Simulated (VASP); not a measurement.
# Ba (Fm-3m) in VASP: relaxation of cell and atoms with LDA

Aim: the relaxation of cell and atoms of Ba with LDA.

All numbers are computed with VASP 6.6.1; they aren't measurements. Logs are shortened: lines on timing, memory, paths and dates and some standing lists are left out, and cuts for length are marked.

## 1. The cell of the first run

It takes space group Fm-3m (No. 225, cubic). Conventional cell: a = 5.995 Å, b = 5.995 Å, c = 5.995 Å, α = 90.00°, β = 90.00°, γ = 90.00°. Ba (site symmetry m-3m) has 12 Ba at 4.24 Å within 5.6 Å.

This isn't the form of Ba at room conditions, which is bcc.

## 2. Relaxation of cell and atoms, LDA

INCAR

```
SYSTEM = Ba
PREC = Accurate
ENCUT = 500
EDIFF = 1E-7
ISMEAR = -1
SIGMA = 0.05
LREAL = .False.
LASPH = .True.
NELM = 120
ALGO = Normal
ISIF = 3
LWAVE = .False.
LCHARG = .False.
IBRION = 2
NSW = 60
EDIFFG = -0.005
GGA_COMPAT = .False.
NELMIN = 4
```

KPOINTS

```
Automatic mesh
0
Gamma
  12 12 12
  0 0 0
```

POSCAR

```
Ba
1.0
    0.0000000000      2.9972753039      2.9972753039
    2.9972753039      0.0000000000      2.9972753039
    2.9972753039      2.9972753039      0.0000000000
Ba
1
Direct
    0.0000000000      0.0000000000      0.0000000000
```

Potentials or basis: VASP PAW LDA potentials, release 64 (Ba_sv).

The run is started by

```bash
cat potpaw_LDA.64/Ba_sv/POTCAR > POTCAR
mpirun -np 1 vasp_std > vasp.out
```

OUTCAR:

```text
SYSTEM = Ba
   PREC = Accurate
   ENCUT = 500
   EDIFF = 1E-7
   ISMEAR = -1
   LREAL = .False.
   LASPH = .True.
   NELM = 120
   ISIF = 3
   IBRION = 2
   NSW = 60
   EDIFFG = -0.005
   NELMIN = 4

 ion  position               nearest neighbor table
   1  0.000  0.000  0.000-

  LATTYP: Found a face centered cubic cell.
 ALAT       =     5.9945506078

  Lattice vectors:

 A1 = (   0.0000000000,   2.9972753039,   2.9972753039)
 A2 = (   2.9972753039,   0.0000000000,   2.9972753039)
 A3 = (   2.9972753039,   2.9972753039,   0.0000000000)

Analysis of symmetry for initial positions (statically):
=====================================================================
 Subroutine PRICEL returns:
 Original cell was already a primitive cell.

 Routine SETGRP: Setting up the symmetry group for a
 face centered cubic supercell.

 Subroutine GETGRP returns: Found 48 space group operations
 (whereof 48 operations were pure point group operations)
 out of a pool of 48 trial point group operations.

The static configuration has the point symmetry O_h .

Analysis of symmetry for dynamics (positions and initial velocities):
=====================================================================
 Subroutine PRICEL returns:
 Original cell was already a primitive cell.

 Routine SETGRP: Setting up the symmetry group for a
 face centered cubic supercell.

 Subroutine GETGRP returns: Found 48 space group operations
 (whereof 48 operations were pure point group operations)
 out of a pool of 48 trial point group operations.

The dynamic configuration has the point symmetry O_h .

 Subroutine INISYM returns: Found 48 space group operations
 (whereof 48 operations are pure point group operations),
 and found     1 'primitive' translations

----------------------------------------------------------------------------------------

                                     Primitive cell

  volume of cell :      53.8530

  direct lattice vectors                    reciprocal lattice vectors
     0.000000000  2.997275304  2.997275304    -0.166818176  0.166818176  0.166818176
     2.997275304  0.000000000  2.997275304     0.166818176 -0.166818176  0.166818176
     2.997275304  2.997275304  0.000000000     0.166818176  0.166818176 -0.166818176

  length of vectors
     4.238787385  4.238787385  4.238787385     0.288937557  0.288937557  0.288937557

  position of ions in fractional coordinates (direct lattice)
     0.000000000  0.000000000  0.000000000

  ion indices of the primitive-cell ions
   primitive index   ion index
                 1           1

----------------------------------------------------------------------------------------

 KPOINTS: Automatic mesh

Automatic generation of k-mesh.
 Grid dimensions read from file:
 generate k-points for:   12   12   12

 Generating k-lattice:

  Cartesian coordinates                     Fractional coordinates (reciprocal lattice)
    -0.013901515  0.013901515  0.013901515     0.083333333  0.000000000  0.000000000
     0.013901515 -0.013901515  0.013901515     0.000000000  0.083333333  0.000000000
     0.013901515  0.013901515 -0.013901515     0.000000000  0.000000000  0.083333333

  Length of vectors
     0.024078130  0.024078130  0.024078130

  Shift w.r.t. Gamma in fractional coordinates (k-lattice)
     0.000000000  0.000000000  0.000000000

 Subroutine IBZKPT returns following result:
 ===========================================

 Found     72 irreducible k-points:

 Following reciprocal coordinates:
[... 45 lines left out ...]
   LREAL  =      F    real-space projection
   EDIFFG = -.5E-02   stopping-criterion for IOM
   NSW    =     60    number of steps for IOM
   IBRION =      2    ionic relax: 0-MD 1-quasi-New 2-CG
   NFREE  =      1    steps in history (QN), initial steepest desc. (CG)
   ISIF   =      3    stress and relaxation
   ISYM   =      2    0-nonsym 1-usesym 2-fastsym
   POTIM  = 0.5000    time-step for ionic-motion
   TEBEG  =    0.0;   TEEND  =   0.0 temperature during run
   PSTRESS=    0.0 pullay stress
   NELECT =      10.0000    total number of electrons
   NUPDOWN=      -1.0000    fix difference up-down
   EMIN   =  10.00;   EMAX   =-10.00  energy-range for DOS
   EFERMI =   0.00;   METHOD = LEGACY
   ISMEAR =    -1;   SIGMA  =   0.05  broadening in eV -4-tet -1-fermi 0-gaus
   EFERMI_NEDOS =   21; number of points for ismear=-14 and -15
   IALGO  =     38    algorithm
   IMIX   =      4    mixing-type and parameters
     AMIX     =   0.40;   BMIX     =  1.00
     AMIX_MAG =   1.60;   BMIX_MAG =  1.00
  volume/ion in A,a.u.               =      53.85       363.42
  Fermi-wavevector in a.u.,A,eV,Ry     =   0.933981  1.764969 11.868650  0.872321
  Thomas-Fermi vector in A             =   2.060739
   LORBIT       =      0    0 simple, 1 ext, 2 COOP (PROOUT), +10 PAW based schemes
   GGA     = CA    functional components
   LHFCALC =     F    Hartree Fock is set to
   AEXX    =    0.0000 exact exchange contribution
   IVDW    =     0    specifies the selected vdW correction
   LEPSILON=     F    determine dielectric tensor
   LRPA    =     F    only Hartree local field effects (RPA)
 conjugate gradient relaxation of ions
 non-spin polarized calculation
  energy-cutoff  :      500.00
  volume of cell :       53.85
 maximum number of plane-waves:      1391
   NGX = 15   NGY = 15   NGZ = 15

--------------------------------------- Ionic step        1  -------------------------------------------

 number of electron      10.0000000 magnetization

 Free energy of the ion-electron system (eV)
  ---------------------------------------------------
  ext. energy  EPLUGINS =         0.00000000
  ---------------------------------------------------
  free energy    TOTEN  =        -2.24339728 eV

  energy without entropy =       -2.23006752  energy(sigma->0) =       -2.23673240

------------------------ aborting loop because EDIFF is reached ----------------------------------------

  FORCE on cell =-STRESS in cart. coord.  units (eV):
  Direction    XX          YY          ZZ          XY          YZ          ZX
  --------------------------------------------------------------------------------------
  -------------------------------------------------------------------------------------
  Total        0.0075916      0.0075916      0.0075916     -0.0000000     -0.0000000     -0.0000000
  in kB        0.2258586      0.2258586      0.2258586     -0.0000000     -0.0000000     -0.0000000
  external PRESSURE =       0.2258586 kB  Pullay stress =       0.0000000 kB

 VOLUME and BASIS-vectors are now :
 -----------------------------------------------------------------------------
  energy-cutoff  :      500.00
  volume of cell :       53.85
      direct lattice vectors                 reciprocal lattice vectors
     0.000000000  2.997275304  2.997275304    -0.166818176  0.166818176  0.166818176
     2.997275304  0.000000000  2.997275304     0.166818176 -0.166818176  0.166818176
     2.997275304  2.997275304  0.000000000     0.166818176  0.166818176 -0.166818176

 POSITION                                       TOTAL-FORCE (eV/Angst)
 -----------------------------------------------------------------------------------
      0.00000      0.00000      0.00000        -0.000000      0.000000      0.000000
 -----------------------------------------------------------------------------------
    total drift:                                0.000000      0.000000      0.000000

  FREE ENERGIE OF THE ION-ELECTRON SYSTEM (eV)
  ---------------------------------------------------
  free  energy   TOTEN  =        -2.2433972804 eV

  energy  without entropy=       -2.2300675224  energy(sigma->0) =       -2.23673240

--------------------------------------- Ionic step        2  -------------------------------------------

 number of electron      10.0000000 magnetization

 Free energy of the ion-electron system (eV)
  ---------------------------------------------------
  ext. energy  EPLUGINS =         0.00000000
  ---------------------------------------------------
  free energy    TOTEN  =        -2.24340426 eV

  energy without entropy =       -2.23006834  energy(sigma->0) =       -2.23673630

 E-fermi :   1.9918     XC(G=0):  -8.1351

 val. band max:        1.9827545000   @ k =  -0.4167   0.3333   0.1667
 cond. band min:       2.0123056553   @ k =   0.5000   0.3333   0.0000
 fundamental gap:      0.0295511554
 Fermi energy:         1.9917684537

 k-point     1 :       0.0000    0.0000    0.0000
  band No.  band energies     occupation
      1     -26.5802      2.00000
      2     -11.4272      2.00000
      3     -11.4272      2.00000
      4     -11.4272      2.00000
      5      -0.8331      2.00000
      6       3.8868      0.00000
      7       3.8868      0.00000
      8       3.8868      0.00000
      9       5.7613      0.00000
[... 265 lines left out ...]
 k-point    24 :      -0.4167    0.1667    0.0000
  band No.  band energies     occupation
      1     -26.4920      2.00000
      2     -12.1232      2.00000
      3     -11.6705      2.00000
      4     -11.5539      2.00000
      5       1.4696      1.99994
      6       2.8093      0.00000
      7       3.5538      0.00000
      8       4.1702      0.00000
      9       6.7677      0.00000

 [... further k-points ...]

------------------------ aborting loop because EDIFF is reached ----------------------------------------

  FORCE on cell =-STRESS in cart. coord.  units (eV):
  Direction    XX          YY          ZZ          XY          YZ          ZX
  --------------------------------------------------------------------------------------
  -------------------------------------------------------------------------------------
  Total        0.0045290      0.0045290      0.0045290      0.0000000      0.0000000     -0.0000000
  in kB        0.1345935      0.1345935      0.1345935      0.0000000      0.0000000     -0.0000000
  external PRESSURE =       0.1345935 kB  Pullay stress =       0.0000000 kB

 VOLUME and BASIS-vectors are now :
 -----------------------------------------------------------------------------
  energy-cutoff  :      500.00
  volume of cell :       53.91
      direct lattice vectors                 reciprocal lattice vectors
    -0.000000000  2.998373029  2.998373029    -0.166757103  0.166757103  0.166757103
     2.998373029  0.000000000  2.998373029     0.166757103 -0.166757103  0.166757103
     2.998373029  2.998373029 -0.000000000     0.166757103  0.166757103 -0.166757103

 POSITION                                       TOTAL-FORCE (eV/Angst)
 -----------------------------------------------------------------------------------
      2.99837      0.00000      2.99837         0.000000     -0.000000      0.000000
 -----------------------------------------------------------------------------------
    total drift:                                0.000000      0.000000      0.000000

  FREE ENERGIE OF THE ION-ELECTRON SYSTEM (eV)
  ---------------------------------------------------
  free  energy   TOTEN  =        -2.2434042590 eV

  energy  without entropy=       -2.2300683441  energy(sigma->0) =       -2.23673630

 reached required accuracy - stopping structural energy minimisation
```

Wall time 15 s (1 thread of Intel Xeon 6975P-C (Granite Rapids), shared host); peak memory 0.17 GiB.

What came out:

| Item | Value |
| --- | --- |
| Free energy | -2.2434 eV |
| Relaxed volume | 53.91 Å³/atom |
| Relaxed cell | a = 4.240 Å, b = 4.240 Å, c = 4.240 Å, α = 60.00°, β = 60.00°, γ = 60.00° |
| Space group after relaxing (to 0.1 Å) | Fm-3m (No. 225) |
| Energy gained by relaxing | 0.0 meV/atom |
| Ionic steps | 2 |
| Pressure after relaxing | 0.0 GPa |
| Band gap on the k mesh | zero (bands 5 and 6 overlap by 0.53 eV) |

Final structure:
```xyz
1
Lattice="0.0000 2.9984 2.9984 2.9984 0.0000 2.9984 2.9984 2.9984 0.0000" Properties=species:S:1:pos:R:3 pbc="T T T"
Ba    2.9984    0.0000    2.9984
```

Levels at points of the mesh, in eV from the Fermi level:
```tsv
k point	band 2	band 3	band 4	band 5	band 6	band 7	band 8	band 9
(0.00, 0.00, 0.00)	-13.42	-13.42	-13.42	-2.82	1.90	1.90	1.90	3.77
(0.50, 0.00, 0.00)	-14.18	-13.52	-13.52	-1.04	1.67	1.72	1.72	5.24
(0.50, 0.50, 0.00)	-14.13	-13.69	-13.69	-1.00	-0.35	2.82	5.27	5.70
```

Caveat: spin-orbit coupling is left out, which moves the levels of the heavy elements.

The gap in the log of VASP goes by the Fermi energy; the results here count the filled bands.